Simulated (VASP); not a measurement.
Set up this calculation in VASP 6.6.1, as the native input.

```
Task                   : single point
Functional             : PBEsol
Potentials or basis    : VASP PAW PBE potentials, release 64 (Sn_d)
Cutoff                 : 520 eV
k mesh                 : 10 × 10 × 10
Occupations            : fermi-dirac, width 0.1 eV
Spin                   : no spin polarisation
Dipole correction      : no
Further INCAR settings : ALGO = Normal; EDIFF = 1e-06; NBANDS = 21
```

The structure of Sn lies in POSCAR:

```
Sn
1.0
    0.0000000000      2.6800542055      2.6800542055
    2.6800542055      0.0000000000      2.6800542055
    2.6800542055      2.6800542055      0.0000000000
Sn
2
Direct
   -0.1250000000     -0.1250000000     -0.1250000000
    0.1250000000      0.1250000000      0.1250000000
```

This isn't the form of Sn at room conditions, which is tetragonal (white tin).

These files were run (other wordings do the same):

INCAR

```
SYSTEM = Sn
  PREC = Accurate
  ENCUT = 520
  EDIFF = 1E-6
  ISMEAR = -1
  SIGMA = 0.1
  LREAL = .False.
  LASPH = .True.
  NELM = 100
  ALGO = Normal
  ISIF = 2
  LWAVE = .False.
  LCHARG = .True.
  GGA = PS
  LELF = .True.
  LVHAR = .True.
  NBANDS = 21
```

KPOINTS

```
regular mesh
0
Gamma
  10 10 10
  0 0 0
```

Potentials or basis: VASP PAW PBE potentials, release 64 (Sn_d).

The run is started by

```console
$ cat potpaw_PBE.64/Sn_d/POTCAR > POTCAR
$ mpirun -np 1 vasp_std > vasp.out
```

Results of the run:

The pressure is 102.2 GPa and the band gap on the k mesh is zero (bands 14 and 15 overlap by 0.83 eV).

Caveat: the cell stands under pressure; the PAW data sets were made with another functional, which shifts forces and pressure a little; spin-orbit coupling is left out, which moves the levels of the heavy elements.

Wall time 55 s on 1 thread of Intel Xeon 8259CL (shared host), peak memory 0.17 GiB.
